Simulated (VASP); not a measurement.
A run of VASP 6.6.1 is set up as follows.

Contents of INCAR:

```
ALGO = Fast ; EDIFF = 1E-7
EDIFFG = -0.01 ; ENCUT = 520
GGA = PE ; IBRION = 2
ISIF = 2 ; ISMEAR = -1
ISPIN = 2 ; LASPH = T
LCHARG = F ; LMAXMIX = 4
LORBIT = 11 ; LREAL = F
LWAVE = F ; MAGMOM = 1 1 1 0
NELM = 150 ; NSW = 60
PREC = Accurate ; SIGMA = 0.05
```

The input KPOINTS:

```
k-points
0
Gamma
  7 7 6
```

Contents of POSCAR:

```
AlNi3
1.0
    3.3821325376      0.0000000000      0.0000000000
    0.0000000000      3.3821325376      0.0000000000
    0.0000000000      0.0000000000      3.5230547267
Ni Al
3 1
Direct
    0.5000000000      0.5000000000      0.0000000000
    0.5000000000      0.0000000000      0.5000000000
    0.0000000000      0.5000000000      0.5000000000
    0.0000000000      0.0000000000      0.0000000000
```

Potentials or basis: VASP PAW PBE potentials, release 64 (Ni, Al).

Launch:

```sh
$ cat potpaw_PBE.64/Ni/POTCAR potpaw_PBE.64/Al/POTCAR > POTCAR
$ mpirun -np 1 vasp_std > vasp.out
```

Question: What does it give for the site moments?

Answer: Ni +0.20; Al -0.01 μB.

Question: Predict the net moment.

Answer: 0.57 μB per cell.

Final structure:
```xyz
4
Lattice="3.3821 0.0000 0.0000 0.0000 3.3821 0.0000 0.0000 0.0000 3.5231" Properties=species:S:1:pos:R:3 pbc="T T T"
Ni    1.6911    1.6911    0.0000
Ni    1.6911    0.0000    1.7615
Ni    0.0000    1.6911    1.7615
Al    0.0000    0.0000    0.0000
```

Caveat: the relaxation stopped at its first step, so nothing moved.
